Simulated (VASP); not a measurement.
# VN (R-3m) in VASP: single point with r2SCAN

Aim: the single point of VN with r2SCAN.

Program: VASP 6.6.1. These are calculated values, not measurements. Logs are shortened: lines on timing, memory, paths and dates and some standing lists are left out, and cuts for length are marked.

## Step 1: The cell of the first run

The structure is trigonal, space group R-3m (No. 166). The conventional cell has a = 2.929 Å, b = 2.929 Å, c = 7.085 Å, α = 90.00°, β = 90.00°, γ = 120.00°. V (site symmetry -3m) has 6 N at 2.06 Å within 2.7 Å. N (site symmetry -3m) has 6 V at 2.06 Å within 2.7 Å.

## Step 2: Single point, r2SCAN, collinear spin, antiferromagnetic start (8.78 Å³/atom)

Input file POSCAR:

```
VN
1.0
   -2.0367252851     -2.0367252851      4.1080063396
   -4.1080063396     -2.0367252851      2.0367252851
   -2.0367252851     -4.1080063396      2.0367252851
V N
2 2
Direct
    0.0000000000      0.0000000000      0.0000000000
    0.5000000000      0.5000000000      0.5000000000
    1.2500000462     -0.7499999538     -0.7499999538
    1.7499999538     -0.2500000462     -0.2500000462
```

Input file INCAR.step1:

```
SYSTEM = VN
  ALGO = Normal
  EDIFF = 1E-5
  ENCUT = 660
  GGA = PE
  GGA_COMPAT = .FALSE.
  ISMEAR = 0
  ISPIN = 2
  KPAR = 4
  LASPH = .TRUE.
  LCHARG = .FALSE.
  LMAXMIX = 4
  LREAL = .FALSE.
  LWAVE = .TRUE.
  MAGMOM = 1.34 -1.34 0 0
  NBANDS = 30
  NELM = 200
  PREC = Accurate
  SIGMA = 0.05
```

Input file INCAR.step2:

```
SYSTEM = VN
  ALGO = Normal
  EDIFF = 1E-6
  ENCUT = 660
  GGA_COMPAT = .FALSE.
  ISIF = 2
  ISMEAR = 0
  ISPIN = 2
  ISTART = 1
  KPAR = 4
  LASPH = .TRUE.
  LCHARG = .FALSE.
  LMAXMIX = 4
  LMIXTAU = .TRUE.
  LORBIT = 11
  LREAL = .FALSE.
  LWAVE = .FALSE.
  MAGMOM = 1.34 -1.34 0 0
  METAGGA = R2SCAN
  NBANDS = 30
  NELM = 200
  PREC = Accurate
  SIGMA = 0.05
```

Input file KPOINTS:

```
k-points
0
G
  14 14 14
  0 0 0
```

Potentials or basis: VASP PAW PBE potentials, release 64 (V_sv, N).

The run is started by

```bash
cat potpaw_PBE.64/V_sv/POTCAR potpaw_PBE.64/N/POTCAR > POTCAR
cp INCAR.step1 INCAR
mpirun -np 4 vasp_std > vasp.out
cp INCAR.step2 INCAR
mpirun -np 4 vasp_std > vasp.out
```

OUTCAR:

```text
SYSTEM = VN
   EDIFF = 1E-6
   ENCUT = 660
   ISIF = 2
   ISMEAR = 0
   ISPIN = 2
   ISTART = 1
   LASPH = .TRUE.
   LORBIT = 11
   LREAL = .FALSE.
   METAGGA = R2SCAN
   NELM = 200
   PREC = Accurate

 ion  position               nearest neighbor table
   1  0.000  0.000  0.000-   4 2.06   4 2.06   3 2.06   3 2.06   4 2.06   3 2.06   2 2.90   2 2.90
                             2 2.90   2 2.90   2 2.90   2 2.90
   2  0.500  0.500  0.500-   3 2.06   4 2.06   3 2.06   3 2.06   4 2.06   4 2.06   1 2.90   1 2.90
                             1 2.90   1 2.90   1 2.90   1 2.90
   3  0.250  0.250  0.250-   1 2.06   1 2.06   1 2.06   2 2.06   2 2.06   2 2.06
   4  0.750  0.750  0.750-   1 2.06   1 2.06   1 2.06   2 2.06   2 2.06   2 2.06

  LATTYP: Found a trigonal (rhomboedric) cell.
 ALAT       =     5.0171920294
 COS(alpha) =     0.8295658503

  Lattice vectors:

 A1 = (  -2.0367252851,  -2.0367252851,   4.1080063396)
 A2 = (  -4.1080063396,  -2.0367252851,   2.0367252851)
 A3 = (  -2.0367252851,  -4.1080063396,   2.0367252851)

Analysis of symmetry for initial positions (statically):
=====================================================================
 Subroutine PRICEL returns following result:

  LATTYP: Found a trigonal (rhomboedric) cell.
 ALAT       =     2.9048505243
 COS(alpha) =     0.4915707984
[... 12 lines left out ...]
 Subroutine GETGRP returns: Found 12 space group operations
 (whereof 12 operations were pure point group operations)
 out of a pool of 12 trial point group operations.

The static configuration has the point symmetry D_3d.

Analysis of symmetry for dynamics (positions and initial velocities):
=====================================================================
 Subroutine PRICEL returns following result:

  LATTYP: Found a trigonal (rhomboedric) cell.
 ALAT       =     2.9048505243
 COS(alpha) =     0.4915707984
[... 12 lines left out ...]
 Subroutine GETGRP returns: Found 12 space group operations
 (whereof 12 operations were pure point group operations)
 out of a pool of 12 trial point group operations.

The dynamic configuration has the point symmetry D_3d.

Analysis of structural, dynamic, and magnetic symmetry:
=====================================================================
 Subroutine PRICEL returns following result:

  LATTYP: Found a trigonal (rhomboedric) cell.
 ALAT       =     2.9048505243
 COS(alpha) =     0.4915707984
[... 12 lines left out ...]
 Subroutine GETGRP returns: Found 12 space group operations
 (whereof 12 operations were pure point group operations)
 out of a pool of 12 trial point group operations.

The overall configuration has the point symmetry D_3d.

 Subroutine INISYM returns: Found 12 space group operations
 (whereof 12 operations are pure point group operations),
 and found     2 'primitive' translations

----------------------------------------------------------------------------------------

                                     Primitive cell

  volume of cell :      17.5501

  direct lattice vectors                    reciprocal lattice vectors
    -2.054003170  0.017277885  2.054003170    -0.242416080  0.240376922  0.242416080
    -2.054003170 -2.054003170 -0.017277885    -0.242416080 -0.242416080 -0.240376922
     0.017277885 -2.054003170  2.054003170     0.240376922 -0.242416080  0.242416080

  length of vectors
     2.904850524  2.904850524  2.904850524     0.418702970  0.418702970  0.418702970

  position of ions in fractional coordinates (direct lattice)
     0.000000000  0.000000000  0.000000000
     0.500000092  0.500000092  0.500000092

  ion indices of the primitive-cell ions
   primitive index   ion index
                 1           1
                 2           3

----------------------------------------------------------------------------------------

 KPOINTS: k-points

Automatic generation of k-mesh.
 Grid dimensions read from file:
 generate k-points for:   14   14   14

 Generating k-lattice:

  Cartesian coordinates                     Fractional coordinates (reciprocal lattice)
     0.008584890  0.008584890  0.025900324     0.071428571  0.000000000  0.000000000
    -0.025900324  0.008584890 -0.008584890     0.000000000  0.071428571 -0.000000000
     0.008584890 -0.025900324 -0.008584890     0.000000000 -0.000000000  0.071428571

  Length of vectors
     0.028604676  0.028604676  0.028604676

  Shift w.r.t. Gamma in fractional coordinates (k-lattice)
     0.000000000  0.000000000  0.000000000

 Subroutine IBZKPT returns following result:
 ===========================================

 Found    288 irreducible k-points:

 Following reciprocal coordinates:
            Coordinates               Weight
  0.000000  0.000000  0.000000      1.000000
  0.071429  0.000000  0.000000      6.000000
  0.142857 -0.000000 -0.000000      6.000000
  0.214286  0.000000  0.000000      6.000000
  0.285714 -0.000000 -0.000000      6.000000
  0.357143 -0.000000 -0.000000      6.000000
[... 16 lines left out ...]
  0.214286  0.142857 -0.000000     12.000000
  0.285714  0.142857  0.000000     12.000000
 [... further k-points ...]
   k-points           NKPTS =    288   k-points in BZ     NKDIM =    288   number of bands    NBANDS=     30
   number of dos      NEDOS =    301   number of ions     NIONS =      4
   total plane-waves  NPLWV =  74088
   dimension x,y,z NGX =    42 NGY =   42 NGZ =   42
   dimension x,y,z NGXF=    84 NGYF=   84 NGZF=   84
   ions per type =               2   2
   NGX,Y,Z   is equivalent  to a cutoff of  13.92, 13.92, 13.92 a.u.
   NGXF,Y,Z  is equivalent  to a cutoff of  27.83, 27.83, 27.83 a.u.
 SYSTEM =  VN
   PREC   = accura    normal or accurate (medium, high low for compatibility)
   ISTART =      1    job   : 0-new  1-cont  2-samecut
   ICHARG =      0    charge: 1-file 2-atom 10-const
   ISPIN  =      2    spin polarized calculation?
   LNONCOLLINEAR =      F non collinear calculations
   LSORBIT =      F    spin-orbit coupling
   LASPH  =      T    aspherical Exc in radial PAW
   ENCUT  =  660.0 eV  48.51 Ry    6.96 a.u.  10.51 10.51 10.51*2*pi/ulx,y,z
   NELM   =    200;   NELMIN=  2; NELMDL=  0     # of ELM steps
   EDIFF  = 0.1E-05   stopping-criterion for ELM
   LREAL  =      F    real-space projection
   EDIFFG = 0.1E-04   stopping-criterion for IOM
   NSW    =      0    number of steps for IOM
   IBRION =     -1    ionic relax: 0-MD 1-quasi-New 2-CG
   NFREE  =      0    steps in history (QN), initial steepest desc. (CG)
   ISIF   =      2    stress and relaxation
   ISYM   =      2    0-nonsym 1-usesym 2-fastsym
   POTIM  = 0.5000    time-step for ionic-motion
   TEBEG  =    0.0;   TEEND  =   0.0 temperature during run
   PSTRESS=    0.0 pullay stress
   NELECT =      36.0000    total number of electrons
   NUPDOWN=      -1.0000    fix difference up-down
   EMIN   =  10.00;   EMAX   =-10.00  energy-range for DOS
   EFERMI =   0.00;   METHOD = LEGACY
   ISMEAR =     0;   SIGMA  =   0.05  broadening in eV -4-tet -1-fermi 0-gaus
   EFERMI_NEDOS =   21; number of points for ismear=-14 and -15
   IALGO  =     38    algorithm
   IMIX   =      4    mixing-type and parameters
     AMIX     =   0.40;   BMIX     =  1.00
     AMIX_MAG =   1.60;   BMIX_MAG =  1.00
  volume/ion in A,a.u.               =       8.78        59.22
  Fermi-wavevector in a.u.,A,eV,Ry     =   1.650971  3.119883 37.085468  2.725705
  Thomas-Fermi vector in A             =   2.739830
   LORBIT       =     11    0 simple, 1 ext, 2 COOP (PROOUT), +10 PAW based schemes
   METAGGA = R2SCAN    functional components
   LHFCALC =     F    Hartree Fock is set to
   AEXX    =    0.0000 exact exchange contribution
   IVDW    =     0    specifies the selected vdW correction
   LEPSILON=     F    determine dielectric tensor
   LRPA    =     F    only Hartree local field effects (RPA)
 spin polarized calculation
 Gauss-broadening in eV      SIGMA  =   0.05
  energy-cutoff  :      660.00
  volume of cell :       35.10
 maximum number of plane-waves:      1368
   NGX = 21   NGY = 21   NGZ = 21

 number of electron      35.9999995 magnetization       0.0000000

 Free energy of the ion-electron system (eV)
  ---------------------------------------------------
  ext. energy  EPLUGINS =         0.00000000
  ---------------------------------------------------
  free energy    TOTEN  =       -51.19464045 eV

  energy without entropy =      -51.19055064  energy(sigma->0) =      -51.19259555

 E-fermi :  12.0231     XC(G=0): -14.5327

 val. band max:       12.0210291000   @ k =   0.2857   0.0714   0.0000
 cond. band min:      12.0249220119   @ k =  -0.0714   0.1429   0.0714
 fundamental gap:      0.0038929119
 Fermi energy:        12.0231029586

 spin component 1

 k-point     1 :       0.0000    0.0000    0.0000
  band No.  band energies     occupation
      1     -56.1125      1.00000
      2     -56.0353      1.00000
      3     -29.1231      1.00000
      4     -28.6801      1.00000
      5     -28.6801      1.00000
      6     -28.6308      1.00000
[... 781 lines left out ...]
     29      25.4706      0.00000
     30      25.9006      0.00000

 [... further k-points ...]

 spin component 2

 k-point     1 :       0.0000    0.0000    0.0000
  band No.  band energies     occupation
      1     -56.1124      1.00000
      2     -56.0353      1.00000
      3     -29.1231      1.00000
      4     -28.6801      1.00000
      5     -28.6801      1.00000
      6     -28.6308      1.00000
[... 781 lines left out ...]
     29      25.4706      0.00000
     30      25.9006      0.00000

 [... further k-points ...]

------------------------ aborting loop because EDIFF is reached ----------------------------------------

  FORCE on cell =-STRESS in cart. coord.  units (eV):
  Direction    XX          YY          ZZ          XY          YZ          ZX
  --------------------------------------------------------------------------------------
  -------------------------------------------------------------------------------------
  Total       -0.9919074     -0.9919074     -0.9919074      0.2471547     -0.2471547     -0.2471547
  in kB      -45.2765146    -45.2765146    -45.2765146     11.2816001    -11.2816001    -11.2816001
  external PRESSURE =     -45.2765146 kB  Pullay stress =       0.0000000 kB

 VOLUME and BASIS-vectors are now :
 -----------------------------------------------------------------------------
  energy-cutoff  :      660.00
  volume of cell :       35.10
      direct lattice vectors                 reciprocal lattice vectors
    -2.036725285 -2.036725285  4.108006340     0.120188461  0.120188461  0.362604542
    -4.108006340 -2.036725285  2.036725285    -0.362604542  0.120188461 -0.120188461
    -2.036725285 -4.108006340  2.036725285     0.120188461 -0.362604542 -0.120188461

 POSITION                                       TOTAL-FORCE (eV/Angst)
 -----------------------------------------------------------------------------------
      0.00000      0.00000      0.00000        -0.000000      0.000000     -0.000000
     -4.09073     -4.09073      4.09073        -0.000000      0.000000     -0.000000
     -2.04536     -2.04536      2.04536         0.000000     -0.000000      0.000000
     -6.13609     -6.13609      6.13609        -0.000000      0.000000      0.000000
 -----------------------------------------------------------------------------------
    total drift:                                0.000000      0.000000     -0.000000

  FREE ENERGIE OF THE ION-ELECTRON SYSTEM (eV)
  ---------------------------------------------------
  free  energy   TOTEN  =       -51.1946404486 eV

  energy  without entropy=      -51.1905506444  energy(sigma->0) =      -51.19259555

 total charge

# of ion       s       p       d       tot
------------------------------------------
    1        2.231   6.274   3.115  11.621
    2        2.231   6.274   3.115  11.621
    3        1.253   2.538   0.000   3.791
    4        1.253   2.538   0.000   3.791
--------------------------------------------------
tot          6.968  17.625   6.230  30.823

 magnetization (x)

# of ion       s       p       d       tot
------------------------------------------
    1        0.000   0.000   0.007   0.008
    2       -0.000  -0.000  -0.007  -0.008
    3        0.000   0.000   0.000   0.000
    4        0.000   0.000   0.000   0.000
--------------------------------------------------
tot          0.000   0.000   0.000   0.000
```

Run time: 17 min. Hardware: 4 MPI ranks of AMD EPYC 9R45 (Zen 5), shared host; peak memory 0.78 GiB.

Results:

* Free energy: -51.1946 eV
* Pressure: -4.5 GPa
* Band gap on the k mesh: zero (filled and empty bands overlap)
* Net moment: 0.00 μB per cell
* Valence electrons inside the program's atomic spheres: V 11.62; N 3.79

Caveat: the cell stands under tension; the moments typed at the start vanished in this run; the PAW data sets were made with another functional, which shifts forces and pressure a little. With open d or f shells a metallic result of r2SCAN can be an artefact of self-interaction; +U or a hybrid may open a gap.
